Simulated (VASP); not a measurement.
Runs of VASP 6.6.1 on Sb. The structure is that of space group I4/mmm (No. 139), or close to it. The cells are those of the table. 

```tsv
task	cell	gap on the mesh (eV)	pressure (GPa)
electric field gradients	a = 3.254, b = 3.254, c = 3.236 Å, angles 124.7, 124.7, 80.7°, 1 atom	none	19.3
single point	a = 3.289, b = 3.289, c = 3.316 Å, angles 125.8, 125.8, 82.1°, 1 atom	none	(a)
single point	a = 3.254, b = 3.254, c = 3.236 Å, angles 124.7, 124.7, 80.7°, 1 atom	none	19.3
single point	a = 3.275, b = 3.275, c = 3.284 Å, angles 125.4, 125.4, 81.6°, 1 atom	none	19.2
```

Alike in all rows: level PBE; potentials or basis VASP PAW PBE potentials, release 64 (Sb); no spin polarisation; k mesh 19 × 19 × 19; cutoff (eV) 520; smearing fermi-dirac 0.05 eV.

Q: Estimate the missing entries.

A: (a) 19.4.

Caveats: the cell stands under pressure; spin-orbit coupling is left out, which moves the levels of the heavy elements; an odd number of electrons without spin polarisation forces a metal; a magnetic or distorted state may lie lower.

A k mesh can miss the band edges, and the runs leave out spin-orbit coupling on Sb.

A gap of «none» marks levels without a gap at the run's occupations.
